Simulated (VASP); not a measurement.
Wanted: the native input for a VASP 6.6.1 run.

* Task: density of states
* Functional: LDA
* Potentials or basis: VASP PAW LDA potentials, release 64 (Cl)
* Cutoff: 520 eV
* k mesh: 11 × 11 × 11
* Occupations: fermi-dirac, width 0.08 eV
* Spin: no spin polarisation
* Dipole correction: no
* k mesh for the DOS: 17 × 17 × 17
* Occupations for the DOS: tetrahedron
* Further INCAR settings: ALGO = Normal; EDIFF = 1e-06

Cl:

```
CELL_PARAMETERS angstrom
0.00000 2.27933 2.27933
2.27933 0.00000 2.27933
2.27933 2.27933 0.00000
ATOMIC_POSITIONS crystal
Cl 0.87500 0.87500 0.87500
Cl 0.12500 0.12500 0.12500
```

This cell differs from its parent crystal: volume scaled by 0.4.

These files were run (other wordings do the same):

POSCAR

```
Cl
1.0
    0.0000000000      2.2793324646      2.2793324646
    2.2793324646      0.0000000000      2.2793324646
    2.2793324646      2.2793324646      0.0000000000
Cl
2
Direct
   -0.1250000000     -0.1250000000     -0.1250000000
    0.1250000000      0.1250000000      0.1250000000
```

INCAR.step1

```
SYSTEM = Cl
ALGO = Normal ; EDIFF = 1E-6
ENCUT = 520 ; GGA = CA
ISIF = 2 ; ISMEAR = -1
LASPH = .True. ; LCHARG = .True.
LREAL = .False. ; LWAVE = .False.
NBANDS = 14 ; NELM = 60
PREC = Accurate ; SIGMA = 0.08
```

KPOINTS.step1

```
k-points
0
Gamma
  11 11 11
  0 0 0
```

INCAR.step2

```
SYSTEM = Cl
ALGO = Normal ; EDIFF = 1E-6
ENCUT = 520 ; GGA = CA
ICHARG = 11 ; ISIF = 2
ISMEAR = -5 ; LASPH = .True.
LCHARG = .False. ; LORBIT = 10
LREAL = .False. ; LWAVE = .False.
NEDOS = 2001 ; NELM = 60
PREC = Accurate ; SIGMA = 0.08
```

KPOINTS.step2

```
k-points
0
Gamma
  17 17 17
  0 0 0
```

Potentials or basis: VASP PAW LDA potentials, release 64 (Cl).

Command:

```sh
$ cat potpaw_LDA.64/Cl/POTCAR > POTCAR
$ cp INCAR.step1 INCAR
$ cp KPOINTS.step1 KPOINTS
$ mpirun -np 1 vasp_std > vasp.out
$ cp INCAR.step2 INCAR
$ cp KPOINTS.step2 KPOINTS
$ mpirun -np 1 vasp_std > vasp.out
```

Results of the run:

| Property | Result |
| --- | --- |
| Valence electrons inside the program's atomic spheres | Cl 5.09 |

It took 17 s on 1 thread of Intel(R) Xeon(R) Platinum 8375C CPU @ 2.90GHz (Ice Lake) (shared host), peak memory 0.14 GiB.
